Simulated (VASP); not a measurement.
Set up this calculation in VASP 6.6.1, as the native input.

```
Task                   : single point
Functional             : PBE
Potentials or basis    : VASP PAW PBE potentials, release 64 (Ca_sv, Be)
Cutoff                 : 520 eV
k mesh                 : 18 × 18 × 14
Occupations            : gaussian, width 0.1 eV
Spin                   : no spin polarisation
Dipole correction      : no
Further INCAR settings : ALGO = Fast; EDIFF = 1e-06; NBANDS = 13
```

The structure of CaBe lies in POSCAR:

```
CaBe
1.0
    3.8760451240      0.0000000000      0.0000000000
   -1.9380225620      3.3567535436      0.0000000000
    0.0000000000      0.0000000000      3.9275316771
Ca Be
1 1
Direct
    0.0000000000      0.0000000000      0.0000000000
    0.6666666667      0.3333333333      0.5000000000
```

The input as run:

INCAR

```
SYSTEM = CaBe
PREC = Accurate
ENCUT = 520
EDIFF = 1E-6
ISMEAR = 0
SIGMA = 0.1
LREAL = .False.
LASPH = .True.
NELM = 80
ALGO = Fast
ISIF = 2
LWAVE = .False.
LCHARG = .False.
GGA = PE
NBANDS = 13
```

KPOINTS

```
Automatic mesh
0
Gamma
  18 18 14
  0 0 0
```

Potentials or basis: VASP PAW PBE potentials, release 64 (Ca_sv, Be).

Command:

```console
$ cat potpaw_PBE.64/Ca_sv/POTCAR potpaw_PBE.64/Be/POTCAR > POTCAR
$ mpirun -np 1 vasp_std > vasp.out
```

Results of the run:

* Pressure: 0.0 GPa
* Band gap on the k mesh: zero (band 6 reaches 3.49 eV, above the bottom of band 7 at 1.38 eV)

It took 2.1 min on 1 thread of Intel(R) Xeon(R) Platinum 8559C (Emerald Rapids) (shared host), peak memory 0.32 GiB.
